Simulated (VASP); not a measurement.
A run of VASP 6.6.1 is set up as follows.

File INCAR:

```
  ALGO = Normal
  EDIFF = 1E-6
  ENCUT = 520
  GGA = RP
  ISIF = 2
  ISMEAR = -1
  LASPH = T
  LCHARG = T
  LELF = T
  LREAL = F
  LVHAR = T
  LWAVE = F
  NBANDS = 19
  NELM = 100
  PREC = Accurate
  SIGMA = 0.05
```

Contents of KPOINTS:

```
k-points
0
Gamma
  8 8 4
```

Contents of POSCAR:

```
TiTe2
1.0
    3.8117340574      0.0000000000      0.0000000000
   -1.9058670287      3.3010585262      0.0000000000
    0.0000000000      0.0000000000      9.1000459548
Te Ti
2 1
Direct
    0.3333333333      0.6666666667      0.8087598509
    0.6666666667      0.3333333333      0.1912401491
    0.0000000000      0.0000000000      0.0000000000
```

Potentials or basis: VASP PAW PBE potentials, release 64 (Te, Ti_sv).

The run is started by

```console
$ cat potpaw_PBE.64/Te/POTCAR potpaw_PBE.64/Ti_sv/POTCAR > POTCAR
$ mpirun -np 1 vasp_std > vasp.out
```

Q: Predict the pressure.

A: 0.0 GPa.

Q: Predict the largest force.

A: 0.007 eV/Å.

Forces in eV/Å, atoms in the order of the input:
```
Te   0.000  0.000 -0.007
Te   0.000  0.000  0.007
Ti   0.000  0.000  0.000
```

Caveat: the PAW data sets were made with another functional, which shifts forces and pressure a little.
